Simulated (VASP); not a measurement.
Set up this calculation in VASP 6.6.1, as the native input.

- Task: single point
- Functional: PBE
- Dispersion: D3(BJ)
- Potentials or basis: VASP PAW PBE potentials, release 64 (H, Se)
- Cutoff: 520 eV
- k mesh: 6 × 6 × 4
- Occupations: gaussian, width 0.1 eV
- Spin: no spin polarisation
- Dipole correction: no
- Further INCAR settings: ALGO = Normal; EDIFF = 1e-06; NBANDS = 11

The structure of H2Se lies in POSCAR:

```
H2Se
1.0
    3.3816444843      0.0000000000      0.0000000000
    0.0000000000      3.3816444843      0.0000000000
    0.0000000000      0.0000000000      4.0973584316
H Se
2 1
Direct
    0.0000000000      0.5000000000      0.6964907301
    0.5000000000      0.0000000000      0.6964907301
    0.5000000000      0.5000000000      0.8236784197
```

The input as run:

INCAR

```
ALGO = Normal
EDIFF = 1E-6
ENCUT = 520
GGA = PE
ISIF = 2
ISMEAR = 0
IVDW = 12
LASPH = T
LCHARG = F
LREAL = F
LWAVE = F
NBANDS = 11
NELM = 80
PREC = Accurate
SIGMA = 0.1
```

KPOINTS

```
k-points
0
Gamma
  6 6 4
```

Potentials or basis: VASP PAW PBE potentials, release 64 (H, Se).

Launch:

```console
$ cat potpaw_PBE.64/H/POTCAR potpaw_PBE.64/Se/POTCAR > POTCAR
$ mpirun -np 1 vasp_std > vasp.out
```

Results of the run:

The pressure is 0.2 GPa, the largest force is 0.009 eV/Å and the band gap on the k mesh is zero (band 4 reaches 0.39 eV, above the bottom of band 5 at -0.31 eV). The dispersion energy per atom is -0.104 eV.

Caveat: the k points lie up to 0.38 Å⁻¹ apart.

It took 8.8 s on 1 thread of Intel(R) Xeon(R) 6975P-C (Granite Rapids), on a shared host, peak memory 0.17 GiB.
